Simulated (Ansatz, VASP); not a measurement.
# Be4TeSe3: VASP beside Ansatz

```xyz
8
Lattice="5.3599 0.0000 0.0000 0.0000 5.3599 0.0000 0.0000 0.0000 5.3599" Properties=species:S:1:pos:R:3 pbc="T T T"
Be    2.6800    0.0000    0.0000
Be    0.0000    2.6800    0.0000
Be    0.0000    0.0000    2.6800
Be    0.0000    0.0000    0.0000
Te    2.6800    2.6800    2.6800
Se    0.0000    2.6800    2.6800
Se    2.6800    0.0000    2.6800
Se    2.6800    2.6800    0.0000
```

Alike in both runs: functional PBE; k mesh 2 × 2 × 2; occupations gaussian, width 0.15 eV; no spin polarisation.

Ansatz relaxed the structure, and its values are those at the end. VASP's run is a single point on that final structure, the one shown.

|  | VASP | Ansatz |
| --- | --- | --- |
| version | VASP 6.6.1 | Ansatz 0.2.0 |
| potentials or method | VASP PAW PBE potentials, release 64 (Be, Te, Se), cutoff 600 eV | scalar-relativistic, plane waves, PAW |
| valence electrons in the cell | 32 | 72 |

|  | VASP | Ansatz | Ansatz less VASP |
| --- | --- | --- | --- |
| gap on the k mesh at the Fermi level (eV) | none | none | - |
| pressure (GPa) | 0.3 | 0.2 | -0.05 |

A gap of «none» marks a metal or a gap that the smearing closes. The functional is the same, so the differences come from potentials, cutoffs and numerics. VASP's potentials hold 32 valence electrons a cell and Ansatz's 72, so a difference there can come from the potentials and not from the codes.

The k mesh is coarse, so the values compare programs but aren't converged. Spin-orbit coupling is off throughout.
